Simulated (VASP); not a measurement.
Write the native input for VASP 6.6.1 that does the following.

| Quantity | Value |
| --- | --- |
| Task | single point |
| Functional | PBE |
| Potentials or basis | VASP PAW PBE potentials, release 64 (H) |
| Cutoff | 520 eV |
| k mesh | 2 × 2 × 2, shifted |
| Occupations | fermi-dirac, width 0.1034 eV |
| Spin | no spin polarisation |
| Dipole correction | no |
| Further INCAR settings | LREAL = Auto; ALGO = Normal; EDIFF = 1e-06; NBANDS = 22 |

The structure of H lies in POSCAR:

```
H
1.0
    0.0000000000      5.2013675077      4.1963218556
    0.0000000000     -5.2013675077      4.1963218556
    5.3160096616      0.0000000000     -4.1963218556
H
16
Direct
    0.0202747346      0.3502162351      0.3660427885
    0.6027140826      0.2158929250      0.6795773954
    0.3093985731      0.3445748993     -0.1804977908
   -0.0041709737     -0.0118045431     -0.0552561072
    0.4285860206      0.5268478718      0.5226134219
    0.8951536552      0.9850457844      0.3087816058
    1.1275844840      0.5003000256     -0.0123207075
    0.6033621698      1.0453034471      0.1961523899
    0.4709685119      0.5929912297      0.4594543945
   -0.1027193504     -0.0153953920      0.4283314262
    0.1000861552      0.5908490164     -0.0340857168
    0.5311762519     -0.0920415836      0.1088058594
    1.0149154157      0.4568229534      0.4778029315
    0.6357884404      1.1574743232      0.7703319333
    0.4068101901      0.4285331312     -0.0370187439
    0.9600718557      0.9243897010      0.0012849864
```

This cell differs from its parent crystal: dynamics (nvt nose hoover) at 1200 K, volume x 1.04, from the last frame before.

These files were run (other wordings do the same):

INCAR

```
ALGO = Normal ; EDIFF = 1E-6
ENCUT = 520 ; GGA = PE
ISIF = 2 ; ISMEAR = -1
LASPH = T ; LCHARG = F
LREAL = Auto ; LWAVE = F
NBANDS = 22 ; NELM = 60
PREC = Accurate ; SIGMA = 0.1034
```

KPOINTS

```
Automatic mesh
0
Gamma
  2 2 2
  0.5 0.5 0.5
```

Potentials or basis: VASP PAW PBE potentials, release 64 (H).

Run with:

```console
$ cat potpaw_PBE.64/H/POTCAR > POTCAR
$ mpirun -np 1 vasp_std > vasp.out
```

Results of the run:

The pressure is -0.9 GPa and the largest force is 2.310 eV/Å. The band gap on the k mesh is 8.19 eV, indirect (least direct gap 8.19 eV).

Caveat: the k points lie up to 0.59 Å⁻¹ apart; forces of over 1 eV/Å act on the atoms, so gaps and moduli don't describe the material at rest.

It took 16 s on 1 thread of Intel(R) Xeon(R) 6975P-C (Granite Rapids), on a shared host, peak memory 0.32 GiB.
